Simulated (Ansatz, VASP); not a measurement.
## Cu6H in VASP and in Ansatz

```
CELL_PARAMETERS angstrom
5.13324 0.00000 0.00000
0.00000 5.13324 0.00000
0.00000 0.00000 21.52891
ATOMIC_POSITIONS crystal
Cu 0.25000 0.25000 0.18580
Cu 0.25000 0.75000 0.18580
Cu 0.75000 0.25000 0.18580
Cu 0.75000 0.75000 0.18580
Cu 0.00000 0.00000 0.26776
Cu 0.00000 0.50000 0.26776
Cu 0.50000 0.00000 0.26776
Cu 0.50000 0.50000 0.26776
Cu 0.25000 0.25000 0.34971
Cu 0.25000 0.75000 0.34971
Cu 0.75000 0.25000 0.34971
Cu 0.75000 0.75000 0.34971
H 0.10438 0.00000 0.40034
H 0.39562 0.00000 0.40034
```

Alike in both runs: task single point; functional PBE; k mesh 5 × 5 × 1; occupations gaussian, width 0.1 eV; no spin polarisation.

```csv
,VASP,Ansatz
version,VASP 6.6.1,Ansatz 0.2.0
potentials or method,"VASP PAW PBE potentials, release 64 (Cu, H), cutoff 520 eV","scalar-relativistic, plane waves, PAW"
valence electrons in the cell,134,230
```

|  | VASP | Ansatz | Ansatz less VASP |
| --- | --- | --- | --- |
| gap on the k mesh at the Fermi level (eV) | none | none | - |
| rms of the force components (eV/Å) | 0.277 | 0.280 | +0.0028 |

Atom by atom the forces differ by 0.012 eV/Å (rms over components). A gap of «none» marks a metal or a gap that the smearing closes. VASP's potentials hold 134 valence electrons a cell and Ansatz's 230, so a difference there can come from the potentials and not from the codes.
